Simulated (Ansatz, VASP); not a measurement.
**Hf2SnSe6 in VASP and in Ansatz**

```
Hf Sn Se
1.0
     6.61052    0.00000    0.00000
    -3.30526    5.72488    0.00000
     0.00000    0.00000    7.20510
Hf Sn Se
2 1 6
Direct
  0.66667 0.33333 0.00000
  0.33333 0.66667 0.00000
  0.00000 0.00000 0.00000
  0.66043 0.66043 0.22025
  0.33957 0.00000 0.22025
  0.00000 0.33957 0.22025
  0.00000 0.66043 0.77975
  0.66043 0.00000 0.77975
  0.33957 0.33957 0.77975
```

Alike in both runs: functional PBE; k mesh 6 × 6 × 6; occupations gaussian, width 0.01 eV; no spin polarisation.

Ansatz relaxed the structure, and its values are those at the end. VASP's run is a single point on that final structure, the one shown.

```csv
,VASP,Ansatz
version,VASP 6.6.1,Ansatz 0.2.0
potentials or method,"VASP PAW PBE potentials, release 64 (Hf_pv, Sn_d, Se), cutoff 520 eV","scalar-relativistic, plane waves, PAW"
valence electrons in the cell,70,162
```

Ansatz gave:

| Quantity | Value |
| --- | --- |
| gap on the k mesh at the Fermi level (eV) | 0.15 |
| least direct gap on the mesh (eV) | 0.52 |
| pressure (GPa) | 0.0 |
| rms of the force components (eV/Å) | 0.002 |

Task: Estimate VASP's values.

Result: gap on the k mesh at the Fermi level (eV): 0.15; least direct gap on the mesh (eV): 0.52; pressure (GPa): -0.2; rms of the force components (eV/Å): 0.017.

VASP's potentials hold 70 valence electrons a cell and Ansatz's 162, so a difference there can come from the potentials and not from the codes.

Neither program's run includes spin-orbit coupling.
